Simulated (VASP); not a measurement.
**PbO2: relaxation of cell and atoms with PBEsol**

Crystal: PbO2.

```
Pb O
1.0
     4.99496    0.00000    0.00000
     0.00000    4.99496    0.00000
     0.00000    0.00000    3.40900
Pb O
2 4
Direct
  0.50000 0.50000 0.50000
  0.00000 0.00000 0.00000
  0.69257 0.69257 0.00000
  0.80743 0.19257 0.50000
  0.19257 0.80743 0.50000
  0.30743 0.30743 0.00000
```

* Program: VASP 6.6.1
* Task: relaxation of cell and atoms
* Functional: PBEsol
* Potentials or basis: VASP PAW PBE potentials, release 64 (Pb_d, O)
* Cutoff: 600 eV
* k mesh: 5 × 5 × 6
* Occupations: fermi-dirac, width 0.05 eV
* Spin: no spin polarisation
* Target pressure: 2 GPa
* Dipole correction: no
* Further INCAR settings: ALGO = Normal; EDIFF = 1e-06; IBRION = 2; EDIFFG = -0.01; NSW = 60; ISIF = 3

The relaxed volume is 13.99 Å³/atom, the relaxed cell is a = 4.961 Å, b = 4.961 Å, c = 3.411 Å, α = 90.00°, β = 90.00°, γ = 90.00° and the space group after relaxing (to 0.05 Å) is P4_2/mnm (No. 136). The energy change on relaxing (the enthalpy is what falls) is +1.3 meV/atom. The ionic steps are 7 and the pressure after relaxing is 2.0 GPa. The largest force after relaxing is 0.005 eV/Å and the band gap on the k mesh is 0.16 eV, indirect (least direct gap 0.36 eV).

Forces on the atoms (eV/Å):
```
Pb   0.000  0.000  0.000
Pb   0.000  0.000  0.000
O   -0.004 -0.004  0.000
O    0.004 -0.004  0.000
O   -0.004  0.004  0.000
O    0.004  0.004  0.000
```

The path:
```tsv
step	energy change (eV)	largest force (eV/Å)	pressure (GPa)	volume (Å³)
1	0.0000	0.0100	0.33	85.05
2	0.0213	0.0498	3.55	83.24
3	0.0070	0.0215	2.01	84.08
4	0.0071	0.0033	2.01	84.02
5	0.0076	0.0146	2.01	83.96
6	0.0078	0.0195	2.01	83.95
7	0.0077	0.0054	2.00	83.95
```

Final structure:
```yaml
crystal:
  lattice:
    - [4.96131, 0.00000, 0.00000]
    - [0.00000, 4.96131, 0.00000]
    - [0.00000, 0.00000, 3.41072]
  atoms:
    - { symbol: Pb, position: [0.50000, 0.50000, 0.50000] }
    - { symbol: Pb, position: [0.00000, 0.00000, 0.00000] }
    - { symbol: O, position: [0.69269, 0.69269, 0.00000] }
    - { symbol: O, position: [0.80731, 0.19269, 0.50000] }
    - { symbol: O, position: [0.19269, 0.80731, 0.50000] }
    - { symbol: O, position: [0.30731, 0.30731, 0.00000] }
```

Levels at points of the mesh, in eV from the valence-band top:
| k point | band 22 | band 23 | band 24 | band 25 | band 26 | band 27 | band 28 | band 29 | band 30 | band 31 |
| --- | --- | --- | --- | --- | --- | --- | --- | --- | --- | --- |
| (0.00, 0.00, 0.00) | -0.59 | -0.54 | -0.54 | -0.53 | -0.53 | 0.16 | 4.33 | 5.82 | 5.82 | 9.61 |
| (0.00, 0.00, 0.50) | -1.97 | -1.07 | -1.07 | -0.72 | -0.72 | 3.86 | 3.86 | 8.91 | 8.91 | 9.63 |

Wall time 8 min on 1 thread of AMD EPYC 7R13, with other jobs on the host, peak memory 0.22 GiB.

Caveat: the cell is relaxed towards a set pressure, so the enthalpy falls and the energy may rise; the PAW data sets were made with another functional, which shifts forces and pressure a little; spin-orbit coupling is left out, which moves the levels of the heavy elements. A k mesh can miss the band edges.
